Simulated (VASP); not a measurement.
A run of VASP 6.6.1 is set up as follows.

Contents of INCAR:

```
SYSTEM = TiAl
PREC = Accurate
ENCUT = 520
EDIFF = 1E-7
ISMEAR = 0
SIGMA = 0.15
LREAL = .False.
LASPH = .True.
NELM = 100
ALGO = Fast
ISIF = 2
LWAVE = .False.
LCHARG = .False.
GGA = PS
NBANDS = 14
```

File KPOINTS:

```
regular mesh
0
Gamma
  14 14 14
  0 0 0
```

POSCAR

```
TiAl
1.0
    3.3874154113      0.0000000000      0.0000000000
    0.0000000000      3.3874154113      0.0000000000
    0.0000000000      0.0000000000      3.1560751060
Ti Al
1 1
Direct
    0.0000000000      0.0000000000      0.0000000000
    0.5000000000      0.5000000000      0.5000000000
```

Potentials or basis: VASP PAW PBE potentials, release 64 (Ti_sv, Al).

Command:

```sh
$ cat potpaw_PBE.64/Ti_sv/POTCAR potpaw_PBE.64/Al/POTCAR > POTCAR
$ mpirun -np 1 vasp_std > vasp.out
```

(1) What does it give for the pressure?

(2) Predict the band gap on the k mesh.

Results:

(1) -12.4 GPa.

(2) zero (an odd number of electrons rules out a gap without spin polarisation).

Caveat: the cell differs from its parent crystal (normal strain along x +0.0733, normal strain along y +0.0733); the cell stands under tension; the PAW data sets were made with another functional, which shifts forces and pressure a little.
